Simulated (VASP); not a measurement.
Al2Pt:

```
Al Pt
1.0
     0.00000    2.97320    2.97320
     2.97320    0.00000    2.97320
     2.97320    2.97320    0.00000
Al Pt
2 1
Direct
  0.25000 0.25000 0.25000
  0.75000 0.75000 0.75000
  0.00000 0.00000 0.00000
```

```yaml
Program: VASP 6.6.1
Task: relaxation of cell and atoms
Functional: PBEsol
Potentials_or_basis: VASP PAW PBE potentials, release 64 (Al, Pt)
Cutoff: 500 eV
k_mesh: 12 × 12 × 12
Occupations: gaussian, width 0.1 eV
Spin: no spin polarisation
```

At the start: pressure -3.4 GPa; volume 17.52 Å³/atom.

Problem. How do energy, volume and symmetry change on relaxing?

Solution. Over 3 steps the energy falls by 4.8 meV/atom and the volume is 17.08 Å³/atom (-2.5 %); space group Fm-3m (No. 225, to 0.05 Å).

Step by step:
| step | energy change (eV) | largest force (eV/Å) | pressure (GPa) | volume (Å³) |
| --- | --- | --- | --- | --- |
| 1 | 0.0000 | 0.0000 | -3.39 | 52.57 |
| 2 | 0.0039 | 0.0000 | 4.22 | 49.79 |
| 3 | -0.0145 | 0.0000 | -0.01 | 51.24 |

Final structure:
```
Al Pt
1.0
     0.00000    2.94793    2.94793
     2.94793    0.00000    2.94793
     2.94793    2.94793    0.00000
Al Pt
2 1
Direct
  0.25000 0.25000 0.25000
  0.75000 0.75000 0.75000
  0.00000 0.00000 0.00000
```

Caveat: the PAW data sets were made with another functional, which shifts forces and pressure a little.
